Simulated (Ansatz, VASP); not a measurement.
Two plane-wave programs on ZnAg2S2

```xyz
5
Lattice="3.8940 0.0000 0.0000 -1.9470 3.3723 0.0000 0.0000 0.0000 7.0805" Properties=species:S:1:pos:R:3 pbc="T T T"
Zn    0.0000    0.0000    0.0000
Ag    1.9470    1.1241    2.7080
Ag    0.0000    2.2482    4.3725
S     0.0000    2.2482    1.3507
S     1.9470    1.1241    5.7297
```

Change from the starting cell: species swapped into the MgAl2C2 type (P-3m1, No. 164).

Alike in both runs: functional PBE; k mesh 6 × 6 × 4; occupations gaussian, width 0.1 eV; no spin polarisation.

Ansatz relaxed the structure, and its values are those at the end. VASP's run is a single point on that final structure, the one shown.

```csv
,VASP,Ansatz
version,VASP 6.6.1,Ansatz 0.2.0
potentials or method,"VASP PAW PBE potentials, release 64 (Zn, Ag, S), cutoff 520 eV","scalar-relativistic, plane waves, PAW"
valence electrons in the cell,46,62
```

```tsv
	VASP	Ansatz	Ansatz less VASP
gap on the k mesh at the Fermi level (eV)	none	none	-
pressure (GPa)	0.0	0.0	+0.06
rms of the force components (eV/Å)	0.005	0.002	-0.0032
```

A gap of «none» marks a metal or a gap that the smearing closes. VASP's potentials hold 46 valence electrons a cell and Ansatz's 62, so a difference there can come from the potentials and not from the codes.
